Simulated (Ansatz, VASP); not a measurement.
# One calculation of BN, two programs

INCAR

```
SYSTEM = BN
ALGO = Normal ; EDIFF = 1E-7
ENCUT = 520 ; GGA = PS
ISIF = 2 ; ISMEAR = 0
ISYM = 0 ; LASPH = .True.
LCHARG = .False. ; LREAL = .False.
LWAVE = .False. ; NBANDS = 16
NELM = 80 ; PREC = Accurate
SIGMA = 0.05
```

KPOINTS

```
k-points
0
Gamma
  12 12 4
  0 0 0
```

POSCAR

```
BN
1.0
    2.5043488457      0.0000000000      0.0000000000
   -1.2521744229      2.1688297203      0.0000000000
    0.0000000000      0.0000000000      7.0190956742
B N
2 2
Direct
    0.0661129562      0.4710477738      0.2500000000
    0.6666666667      0.3333333333      0.7500000000
    0.3333333333      0.6666666667      0.7500000000
    0.6666666667      0.3333333333      0.2500000000
```

Input for Ansatz:

```yaml
crystal:
  lattice:
    - [2.5043488457, 0.0, 0.0]
    - [-1.2521744229, 2.1688297203, 0.0]
    - [0.0, 0.0, 7.0190956742]
  atoms:
    - { symbol: B, position: [0.0661129562, 0.4710477738, 0.25] }
    - { symbol: B, position: [0.6666666667, 0.3333333333, 0.75] }
    - { symbol: "N", position: [0.3333333333, 0.6666666667, 0.75] }
    - { symbol: "N", position: [0.6666666667, 0.3333333333, 0.25] }
  symmetry: { detect: false }
basis:
  ecutwfc: "36.7 Ry"
kpoints:
  mp_grid: { grid: [12, 12, 4] }
hamiltonian:
  xc: pbesol
scf:
  occupations: { method: gaussian, width: 0.05 }
  convergence: { dr2_threshold: 1.0e-06 }
output:
  forces: true
  eigenvalues: true
  stress: true
```

Alike in both runs: task single point; functional PBEsol; k mesh 12 × 12 × 4; occupations gaussian, width 0.05 eV; no spin polarisation.

|  | VASP | Ansatz |
| --- | --- | --- |
| version | VASP 6.6.1 | Ansatz 0.2.0 |
| potentials or method | VASP PAW PBE potentials, release 64 (B, N), cutoff 520 eV | scalar-relativistic, plane waves, PAW |
| valence electrons in the cell | 16 | 16 |

|  | VASP | Ansatz | Ansatz less VASP |
| --- | --- | --- | --- |
| gap on the k mesh at the Fermi level (eV) | 4.11 | 4.13 | +0.025 |
| rms of the force components (eV/Å) | 42.110 | 39.574 | -2.5363 |

VASP's potentials were made for PBE, not for PBEsol. Atom by atom the forces differ by 2.536 eV/Å (rms over components). Ansatz's warnings: force scf threshold loose, stress scf threshold loose.
